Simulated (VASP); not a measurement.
# Ti (I4/mmm) in VASP: a series of runs, part 2 of 2

VASP 6.6.1. Earlier steps stand in the parts before.

### Step 4. Single point, PBEsol

This run uses another cell than the first one, of the same volume but with other edges.

INCAR reads:

```
ALGO = Fast
EDIFF = 1E-6
ENCUT = 520
GGA = PS
ISIF = 2
ISMEAR = 0
LASPH = True
LCHARG = False
LREAL = False
LWAVE = False
NBANDS = 12
NELM = 60
PREC = Accurate
SIGMA = 0.15
```

KPOINTS reads:

```
k-points
0
Gamma
  22 22 22
```

POSCAR reads:

```
Ti
1.0
    0.0000000000      1.9665204915      2.1631725406
    1.9665204915      0.0000000000      2.1631725406
    1.9665204915      1.9665204915      0.0000000000
Ti
1
Direct
    0.0000000000      0.0000000000      0.0000000000
```

Potentials or basis: VASP PAW PBE potentials, release 64 (Ti_sv).

Run with:

```
$ cat potpaw_PBE.64/Ti_sv/POTCAR > POTCAR
$ mpirun -np 1 vasp_std > vasp.out
```

OUTCAR:

```text
EDIFF = 1E-6
   ENCUT = 520
   GGA = PS
   ISIF = 2
   ISMEAR = 0
   LASPH = True
   LREAL = False
   NELM = 60
   PREC = Accurate

 ion  position               nearest neighbor table
   1  0.000  0.000  0.000-

  LATTYP: Found a body centered tetragonal cell.
 ALAT       =     2.7810799498
 C/A-ratio  =     1.5556349186

  Lattice vectors:

 A1 = (  -1.9665204915,   0.0000000000,   2.1631725406)
 A2 = (   1.9665204915,   0.0000000000,   2.1631725406)
 A3 = (   0.0000000000,   1.9665204915,  -2.1631725406)

Analysis of symmetry for initial positions (statically):
=====================================================================
 Subroutine PRICEL returns:
 Original cell was already a primitive cell.

 Routine SETGRP: Setting up the symmetry group for a
 body centered tetragonal supercell.

 Subroutine GETGRP returns: Found 16 space group operations
 (whereof 16 operations were pure point group operations)
 out of a pool of 16 trial point group operations.

The static configuration has the point symmetry D_4h.

Analysis of symmetry for dynamics (positions and initial velocities):
=====================================================================
 Subroutine PRICEL returns:
 Original cell was already a primitive cell.

 Routine SETGRP: Setting up the symmetry group for a
 body centered tetragonal supercell.

 Subroutine GETGRP returns: Found 16 space group operations
 (whereof 16 operations were pure point group operations)
 out of a pool of 16 trial point group operations.

The dynamic configuration has the point symmetry D_4h.

 Subroutine INISYM returns: Found 16 space group operations
 (whereof 16 operations are pure point group operations),
 and found     1 'primitive' translations

----------------------------------------------------------------------------------------

                                     Primitive cell

  volume of cell :      16.7309

  direct lattice vectors                    reciprocal lattice vectors
     0.000000000  1.966520492  2.163172541    -0.254256186  0.254256186  0.231141987
     1.966520492  0.000000000  2.163172541     0.254256186 -0.254256186  0.231141987
     1.966520492  1.966520492  0.000000000     0.254256186  0.254256186 -0.231141987

  length of vectors
     2.923442882  2.923442882  2.781079950     0.427456471  0.427456471  0.427456471

  position of ions in fractional coordinates (direct lattice)
     0.000000000  0.000000000  0.000000000

  ion indices of the primitive-cell ions
   primitive index   ion index
                 1           1

----------------------------------------------------------------------------------------

 KPOINTS: k-points

Automatic generation of k-mesh.
 Grid dimensions read from file:
 generate k-points for:   22   22   22

 Generating k-lattice:

  Cartesian coordinates                     Fractional coordinates (reciprocal lattice)
    -0.011557099  0.011557099  0.010506454     0.045454545 -0.000000000  0.000000000
     0.011557099 -0.011557099  0.010506454    -0.000000000  0.045454545  0.000000000
     0.011557099  0.011557099 -0.010506454     0.000000000  0.000000000  0.045454545

  Length of vectors
     0.019429840  0.019429840  0.019429840

  Shift w.r.t. Gamma in fractional coordinates (k-lattice)
     0.000000000  0.000000000  0.000000000

 Subroutine IBZKPT returns following result:
 ===========================================

 Found    834 irreducible k-points:

 Following reciprocal coordinates:
            Coordinates               Weight
  0.000000  0.000000  0.000000      1.000000
  0.045455  0.000000  0.000000      8.000000
  0.090909  0.000000  0.000000      8.000000
  0.136364  0.000000  0.000000      8.000000
  0.181818 -0.000000  0.000000      8.000000
  0.227273 -0.000000  0.000000      8.000000
[... 16 lines left out ...]
  0.500000  0.045455  0.000000      8.000000
 -0.454545  0.045455  0.000000      8.000000
 [... further k-points ...]
   k-points           NKPTS =    834   k-points in BZ     NKDIM =    834   number of bands    NBANDS=     12
   number of dos      NEDOS =    301   number of ions     NIONS =      1
   total plane-waves  NPLWV =  13824
   dimension x,y,z NGX =    24 NGY =   24 NGZ =   24
   dimension x,y,z NGXF=    48 NGYF=   48 NGZF=   48
   ions per type =               1
   NGX,Y,Z   is equivalent  to a cutoff of  13.65, 13.65, 14.35 a.u.
   NGXF,Y,Z  is equivalent  to a cutoff of  27.30, 27.30, 28.69 a.u.
 SYSTEM =  unknown system
   PREC   = accura    normal or accurate (medium, high low for compatibility)
   ISTART =      0    job   : 0-new  1-cont  2-samecut
   ICHARG =      2    charge: 1-file 2-atom 10-const
   ISPIN  =      1    spin polarized calculation?
   LNONCOLLINEAR =      F non collinear calculations
   LSORBIT =      F    spin-orbit coupling
   LASPH  =      T    aspherical Exc in radial PAW
   ENCUT  =  520.0 eV  38.22 Ry    6.18 a.u.   5.44  5.44  5.17*2*pi/ulx,y,z
   NELM   =     60;   NELMIN=  2; NELMDL= -5     # of ELM steps
   EDIFF  = 0.1E-05   stopping-criterion for ELM
   LREAL  =      F    real-space projection
   EDIFFG = 0.1E-04   stopping-criterion for IOM
   NSW    =      0    number of steps for IOM
   IBRION =     -1    ionic relax: 0-MD 1-quasi-New 2-CG
   NFREE  =      0    steps in history (QN), initial steepest desc. (CG)
   ISIF   =      2    stress and relaxation
   ISYM   =      2    0-nonsym 1-usesym 2-fastsym
   POTIM  = 0.5000    time-step for ionic-motion
   TEBEG  =    0.0;   TEEND  =   0.0 temperature during run
   PSTRESS=    0.0 pullay stress
   NELECT =      12.0000    total number of electrons
   NUPDOWN=      -1.0000    fix difference up-down
   EMIN   =  10.00;   EMAX   =-10.00  energy-range for DOS
   EFERMI =   0.00;   METHOD = LEGACY
   ISMEAR =     0;   SIGMA  =   0.15  broadening in eV -4-tet -1-fermi 0-gaus
   EFERMI_NEDOS =   21; number of points for ismear=-14 and -15
   IALGO  =     68    algorithm
   IMIX   =      4    mixing-type and parameters
     AMIX     =   0.40;   BMIX     =  1.00
     AMIX_MAG =   1.60;   BMIX_MAG =  1.00
  volume/ion in A,a.u.               =      16.73       112.91
  Fermi-wavevector in a.u.,A,eV,Ry     =   1.465421  2.769245 29.217967  2.147460
  Thomas-Fermi vector in A             =   2.581280
   LORBIT       =      0    0 simple, 1 ext, 2 COOP (PROOUT), +10 PAW based schemes
   GGA     = PS    functional components
   LHFCALC =     F    Hartree Fock is set to
   AEXX    =    0.0000 exact exchange contribution
   IVDW    =     0    specifies the selected vdW correction
   LEPSILON=     F    determine dielectric tensor
   LRPA    =     F    only Hartree local field effects (RPA)
 non-spin polarized calculation
 RMM-DIIS sequential band-by-band and
 Gauss-broadening in eV      SIGMA  =   0.15
  energy-cutoff  :      520.00
  volume of cell :       16.73
 maximum number of plane-waves:       463
 NGX is ok and might be reduce to    24

 number of electron      12.0000003 magnetization

 Free energy of the ion-electron system (eV)
  ---------------------------------------------------
  ext. energy  EPLUGINS =         0.00000000
  ---------------------------------------------------
  free energy    TOTEN  =        -8.28256449 eV

  energy without entropy =       -8.26106833  energy(sigma->0) =       -8.27181641

 E-fermi :   8.4620     XC(G=0): -11.8152

 val. band max:        8.4611530810   @ k =   0.4091   0.0455   0.0909
 cond. band min:       8.4625661294   @ k =  -0.2727   0.2273   0.0455
 fundamental gap:      0.0014130484
 Fermi energy:         8.4619544498

 k-point     1 :       0.0000    0.0000    0.0000
  band No.  band energies     occupation
      1     -47.9258      2.00000
      2     -23.8460      2.00000
      3     -23.8210      2.00000
      4     -23.8210      2.00000
      5       2.3142      2.00000
      6       8.8696      0.00012
      7       9.7084      0.00000
      8       9.7084      0.00000
      9      10.5592      0.00000
     10      11.5386      0.00000
     11      24.1159      0.00000
     12      27.0997      0.00000
[... 331 lines left out ...]
 k-point    24 :      -0.4545    0.0455    0.0000
  band No.  band energies     occupation
      1     -47.7780      2.00000
      2     -24.5979      2.00000
      3     -23.9886      2.00000
      4     -23.8701      2.00000
      5       5.8565      2.00000
      6       8.8189      0.00076
      7       9.1437      0.00000
      8       9.7274      0.00000
      9      12.0349      0.00000
     10      12.5262      0.00000
     11      17.1775      0.00000
     12      22.9150      0.00000

 [... further k-points ...]
[... 5 lines left out ...]
  --------------------------------------------------------------------------------------
  -------------------------------------------------------------------------------------
  Total        0.0246345      0.0246345     -0.2678284      0.0000000     -0.0000000      0.0000000
  in kB        2.3590442      2.3590442    -25.6477369      0.0000000     -0.0000000      0.0000000
  external PRESSURE =      -6.9765495 kB  Pullay stress =       0.0000000 kB

 VOLUME and BASIS-vectors are now :
 -----------------------------------------------------------------------------
  energy-cutoff  :      520.00
  volume of cell :       16.73
      direct lattice vectors                 reciprocal lattice vectors
     0.000000000  1.966520492  2.163172541    -0.254256186  0.254256186  0.231141987
     1.966520492  0.000000000  2.163172541     0.254256186 -0.254256186  0.231141987
     1.966520492  1.966520492  0.000000000     0.254256186  0.254256186 -0.231141987

 POSITION                                       TOTAL-FORCE (eV/Angst)
 -----------------------------------------------------------------------------------
      0.00000      0.00000      0.00000         0.000000      0.000000      0.000000
 -----------------------------------------------------------------------------------
    total drift:                               -0.000000      0.000000     -0.000000

  FREE ENERGIE OF THE ION-ELECTRON SYSTEM (eV)
  ---------------------------------------------------
  free  energy   TOTEN  =        -8.2825644859 eV

  energy  without entropy=       -8.2610683254  energy(sigma->0) =       -8.27181641
```

Run time: 86 s. Hardware: 1 thread of Intel Xeon 6975P-C (Granite Rapids), shared host; peak memory 0.28 GiB.

What came out:

- Free energy: -8.2826 eV
- Pressure: -0.7 GPa
- Band gap on the k mesh: zero (band 6 reaches 9.11 eV, above the bottom of band 7 at 7.86 eV)

Stress tensor (GPa, compression positive):
```
 0.24  0.00  0.00
 0.00  0.24  0.00
 0.00  0.00 -2.56
```

Caveat: the PAW data sets were made with another functional, which shifts forces and pressure a little.

### Step 5. Single point, PBEsol

This run uses another cell than the first one, of the same volume but with other edges.

INCAR reads:

```
SYSTEM = Ti
ALGO = Fast ; EDIFF = 1E-7
ENCUT = 520 ; GGA = PS
ISIF = 2 ; ISMEAR = 0
LASPH = .True. ; LCHARG = .False.
LREAL = .False. ; LWAVE = .False.
NBANDS = 12 ; NELM = 80
PREC = Accurate ; SIGMA = 0.15
```

KPOINTS reads:

```
k-points
0
Gamma
  22 22 22
  0 0 0
```

POSCAR reads:

```
Ti
1.0
    0.0000000000      2.3434638167      1.5232514809
    2.3434638167      0.0000000000      1.5232514809
    2.3434638167      2.3434638167      0.0000000000
Ti
1
Direct
    0.0000000000      0.0000000000      0.0000000000
```

Run with:

```
$ cat potpaw_PBE.64/Ti_sv/POTCAR > POTCAR
$ mpirun -np 1 vasp_std > vasp.out
```

It took 2.4 min on 1 thread of Intel Xeon 6975P-C (Granite Rapids), shared host; peak memory 0.28 GiB.

Results (log left out):

| Property | Result |
| --- | --- |
| Free energy | -8.2540 eV |
| Pressure | -1.4 GPa |
| Band gap on the k mesh | zero (band 6 reaches 9.30 eV, above the bottom of band 7 at 7.73 eV) |

Stress tensor (GPa, compression positive):
```
-0.58  0.00  0.00
 0.00 -0.58  0.00
 0.00  0.00 -3.01
```

Levels at points of the mesh, in eV from the Fermi level:
| k point | band 4 | band 5 | band 6 | band 7 | band 8 | band 9 |
| --- | --- | --- | --- | --- | --- | --- |
| (0.00, 0.00, 0.00) | -32.16 | -6.05 | 0.58 | 1.25 | 1.25 | 2.40 |
| (0.50, 0.00, 0.00) | -32.19 | -2.58 | -0.70 | 1.48 | 2.83 | 3.55 |
| (0.50, 0.50, 0.00) | -32.60 | -2.36 | -2.14 | 4.05 | 4.05 | 4.21 |
| (0.50, 0.00, 0.50) | -32.14 | -2.57 | 0.08 | 0.86 | 2.32 | 3.00 |

Caveat: the PAW data sets were made with another functional, which shifts forces and pressure a little.

### Step 6. Single point, PBEsol

This run uses another cell than the first one, of the same volume but with other edges.

INCAR reads:

```
SYSTEM = Ti
PREC = Accurate
ENCUT = 520
EDIFF = 1E-6
ISMEAR = 0
SIGMA = 0.15
LREAL = .FALSE.
LASPH = .TRUE.
NELM = 80
ALGO = Fast
ISIF = 2
LWAVE = .FALSE.
LCHARG = .TRUE.
GGA = PS
LELF = .TRUE.
LVHAR = .TRUE.
NBANDS = 12
```

KPOINTS reads:

```
regular mesh
0
G
  22 22 22
  0 0 0
```

POSCAR reads:

```
Ti
1.0
    0.0000000000      1.7733683434      2.6600525151
    1.7733683434      0.0000000000      2.6600525151
    1.7733683434      1.7733683434      0.0000000000
Ti
1
Direct
    0.0000000000      0.0000000000      0.0000000000
```

Potentials or basis: VASP PAW PBE potentials, release 64 (Ti_sv).

Run with:

```
$ cat potpaw_PBE.64/Ti_sv/POTCAR > POTCAR
$ mpirun -np 1 vasp_std > vasp.out
```

It took 75 s on 1 thread of Intel Xeon 6975P-C (Granite Rapids), shared host; peak memory 0.27 GiB.

The run converged. Its results:

* Free energy: -8.0721 eV
* Pressure: -1.9 GPa
* Band gap on the k mesh: zero (band 6 reaches 9.22 eV, above the bottom of band 7 at 7.41 eV)

Stress tensor (GPa, compression positive):
```
  5.54   0.00   0.00
  0.00   5.54   0.00
  0.00   0.00 -16.62
```

Levels at points of the mesh, in eV from the Fermi level:
```tsv
k point	band 3	band 4	band 5	band 6	band 7	band 8	band 9	band 10
(0.00, 0.00, 0.00)	-31.81	-31.81	-5.80	-0.87	0.10	2.93	2.93	4.62
(0.50, 0.00, 0.00)	-32.24	-31.71	-2.27	-0.29	1.54	2.49	3.83	3.99
(0.50, 0.50, 0.00)	-31.85	-31.85	-2.71	-1.45	-0.43	4.18	4.18	4.75
(0.50, 0.00, 0.50)	-32.87	-32.10	-2.75	-0.97	2.32	3.39	6.03	6.40
```

Caveat: the PAW data sets were made with another functional, which shifts forces and pressure a little.

### Step 7. Summary

| cell | further INCAR settings | gap on the mesh (eV) | pressure (GPa) |
| --- | --- | --- | --- |
| a = 3.051, b = 3.051, c = 2.630 Å, angles 64.5, 64.5, 51.1°, 1 atom | ALGO = Fast; EDIFF = 1e-06; NBANDS = 12 | none | -1.9 |
| a = 2.836, b = 2.836, c = 2.952 Å, angles 58.6, 58.6, 62.7°, 1 atom | ALGO = Fast; EDIFF = 1e-06; NBANDS = 12 | none | -0.6 |
| a = 2.923, b = 2.923, c = 2.781 Å, angles 61.6, 61.6, 56.8°, 1 atom | ALGO = Fast; EDIFF = 1e-06; NBANDS = 12 | none | -0.7 |
| a = 2.795, b = 2.795, c = 3.314 Å, angles 53.6, 53.6, 72.7°, 1 atom | ALGO = Fast; EDIFF = 1e-07; NBANDS = 12 | none | -1.4 |
| a = 3.197, b = 3.197, c = 2.508 Å, angles 66.9, 66.9, 46.2°, 1 atom | ALGO = Fast; EDIFF = 1e-06; NBANDS = 12 | none | -1.9 |

Alike in all rows: task single point; level PBEsol; potentials or basis VASP PAW PBE potentials, release 64 (Ti_sv); no spin polarisation; k mesh 22 × 22 × 22; cutoff (eV) 520; smearing gaussian 0.15 eV.

Caveats: the PAW data sets were made with another functional, which shifts forces and pressure a little.

Total energies depend on the potentials used, so only differences within one code and one set of settings carry meaning.
